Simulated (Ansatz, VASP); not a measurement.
# One calculation of Ta, two programs

File INCAR:

```
SYSTEM = Ta
PREC = Accurate ; ENCUT = 520
EDIFF = 1E-6 ; ISMEAR = -1
SIGMA = 0.08 ; LREAL = .False.
LASPH = .True. ; NELM = 100
ALGO = Normal ; ISIF = 2
LWAVE = .False. ; LCHARG = .False.
GGA = PE ; NBANDS = 12
```

Contents of KPOINTS:

```
regular mesh
0
Gamma
  17 17 17
  0 0 0
```

The input POSCAR:

```
Ta
1.0
   -1.6622159478      1.6622159478      1.6622159478
    1.6622159478     -1.6622159478      1.6622159478
    1.6622159478      1.6622159478     -1.6622159478
Ta
1
Direct
    0.0000000000      0.0000000000      0.0000000000
```

Input for Ansatz:

```yaml
crystal:
  lattice:
    - [-1.6622159478, 1.6622159478, 1.6622159478]
    - [1.6622159478, -1.6622159478, 1.6622159478]
    - [1.6622159478, 1.6622159478, -1.6622159478]
  atoms:
    - { symbol: Ta, position: [0.0, 0.0, 0.0] }
kpoints:
  mp_grid: { grid: [17, 17, 17] }
  band_path:
    path:
      - [0.0, 0.0, 0.0]
      - [0.5, -0.5, 0.5]
      - [0.0, 0.0, 0.5]
      - [0.0, 0.0, 0.0]
      - [0.25, 0.25, 0.25]
      - [0.5, -0.5, 0.5]
      - [0.25, 0.25, 0.25]
      - [0.0, 0.0, 0.5]
    npoints: 5
scf:
  occupations: { method: fermi_dirac, width: 0.08 }
hamiltonian:
  xc: pbe
  pseudopotentials: { kind: all_electron, lapw: { basis_error: 0.0005 } }
output:
  forces: true
  stress: true
  eigenvalues: true
```

Change from the starting cell: volume scaled by 1.02.

Alike in both runs: task single point; functional PBE; k mesh 17 × 17 × 17; occupations fermi-dirac, width 0.08 eV; no spin polarisation.

|  | VASP | Ansatz |
| --- | --- | --- |
| version | VASP 6.6.1 | Ansatz 0.2.0 |
| potentials or method | VASP PAW PBE potentials, release 64 (Ta_pv), cutoff 520 eV | all-electron LAPW, scalar-relativistic |

|  | VASP | Ansatz | Ansatz less VASP |
| --- | --- | --- | --- |
| pressure (GPa) | -0.7 | -0.9 | -0.11 |

Ansatz ran all-electron here, and VASP with PAW potentials.

Neither program's run includes spin-orbit coupling.
